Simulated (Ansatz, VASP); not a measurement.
# ZnS in VASP and in Ansatz

File POSCAR:

```
ZnS
1.0
   -0.0565262558      2.6914412923      2.6914412923
    2.6914412923     -0.0565262558      2.6914412923
    2.6914412923      2.6914412923     -0.0565262558
Zn S
1 1
Direct
   -0.0017637386     -0.0017637386     -0.0017637386
    0.2517637386      0.2517637386      0.2517637386
```

The input INCAR.step1:

```
PREC     = Accurate       # precision mode
ENCUT    = 520            # plane-wave cutoff, eV
EDIFF    = 1E-5           # SCF threshold, eV
ISMEAR   = 0              # smearing method
SIGMA    = 0.01           # smearing width, eV
LREAL    = F              # projectors in reciprocal space
LASPH    = T              # aspherical terms in the spheres
NELM     = 80             # most SCF steps
ALGO     = Normal         # electronic algorithm
ISIF     = 2              # what is computed and relaxed
LWAVE    = T              # write WAVECAR
LCHARG   = F              # write CHGCAR
GGA      = PE             # functional
NBANDS   = 16             # bands
```

Contents of INCAR.step2:

```
PREC     = Accurate       # precision mode
ENCUT    = 520            # plane-wave cutoff, eV
EDIFF    = 1E-6           # SCF threshold, eV
ISMEAR   = 0              # smearing method
SIGMA    = 0.01           # smearing width, eV
LREAL    = F              # projectors in reciprocal space
LASPH    = T              # aspherical terms in the spheres
NELM     = 80             # most SCF steps
ALGO     = Normal         # electronic algorithm
ISIF     = 2              # what is computed and relaxed
LWAVE    = F              # write WAVECAR
LCHARG   = F              # write CHGCAR
GGA      = PE             # functional
LHFCALC  = T              # exact exchange
HFSCREEN = 0.2079         # screening, 1/A
PRECFOCK = Normal       
ISTART   = 1            
NBANDS   = 16             # bands
```

The input KPOINTS:

```
Automatic mesh
0
Gamma
  6 6 6
```

Input for Ansatz:

```yaml
crystal:
  lattice:
    - [-0.0565262558, 2.6914412923, 2.6914412923]
    - [2.6914412923, -0.0565262558, 2.6914412923]
    - [2.6914412923, 2.6914412923, -0.0565262558]
  atoms:
    - { symbol: Zn, position: [-0.0017637386, -0.0017637386, -0.0017637386] }
    - { symbol: S, position: [0.2517637386, 0.2517637386, 0.2517637386] }
kpoints:
  mp_grid: { grid: [6, 6, 6] }
  band_path:
    path:
      - [0.0, 0.0, 0.0]
      - [-0.5, -0.5, 0.0]
      - [-0.375, -0.375, 0.25]
      - [-0.375, 0.0, 0.375]
      - [0.0, 0.0, 0.5]
      - [-0.5, -0.25, 0.25]
    npoints: 1
hamiltonian:
  xc: hse06
scf:
  occupations: { method: fixed }
  n_extra_bands: 4
output:
  forces: true
  stress: true
  eigenvalues: true
```

Change from the starting cell: epitaxial_111 strain +2.0%.

Alike in both runs: task single point; functional HSE06; k mesh 6 × 6 × 6; no spin polarisation.

|  | VASP | Ansatz |
| --- | --- | --- |
| version | VASP 6.6.1 | Ansatz 0.2.0 |
| potentials or method | VASP PAW PBE potentials, release 64 (Zn, S) | plane waves, PAW |
| plane-wave cutoff (eV) | 520 | 420 |
| occupations | gaussian, width 0.01 eV | fixed |
| valence electrons in the cell | 18 | 18 |

```csv
,VASP,Ansatz,Ansatz less VASP
gap on the k mesh at the Fermi level (eV),3.11,3.12,+0.012
pressure (GPa),-0.6,-0.6,+0.02
"traceless stress, the component that is largest in VASP (GPa)",0.99,0.99,-0.002
rms of the force components (eV/Å),0.005,0.004,-0.0002
```

Atom by atom the forces differ by 0.000 eV/Å (rms over components). Ansatz's warnings: stress exchange threshold loose, stress scf threshold loose.
